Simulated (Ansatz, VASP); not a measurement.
## AlCo: VASP beside Ansatz

```
Al Co
1.0
     2.78025    0.00000    0.00000
     0.00000    2.78025    0.00000
     0.00000    0.00000    2.82259
Al Co
1 1
Direct
  0.00000 0.00000 0.00000
  0.50000 0.50000 0.50000
```

Change from the starting cell: strain -0.0150 x Voigt [1, 1, 0, 0, 0, 0], atoms carried along.

Alike in both runs: task single point; functional PBEsol; k mesh 22 × 22 × 22; occupations gaussian, width 0.15 eV; no spin polarisation.

|  | VASP | Ansatz |
| --- | --- | --- |
| version | VASP 6.6.1 | Ansatz 0.2.0 |
| potentials or method | VASP PAW PBE potentials, release 64 (Al, Co), cutoff 520 eV | scalar-relativistic, plane waves, PAW |
| valence electrons in the cell | 12 | 20 |

|  | VASP | Ansatz | Ansatz less VASP |
| --- | --- | --- | --- |
| gap on the k mesh at the Fermi level (eV) | none | none | - |
| pressure (GPa) | 5.9 | 6.3 | +0.47 |
| traceless stress, the component that is largest in VASP (GPa) | -1.80 | -1.80 | -0.002 |

VASP's potentials were made for PBE, not for PBEsol. A gap of «none» marks a metal or a gap that the smearing closes. The functional is the same, so the differences come from potentials, cutoffs and numerics. VASP's potentials hold 12 valence electrons a cell and Ansatz's 20, so a difference there can come from the potentials and not from the codes.
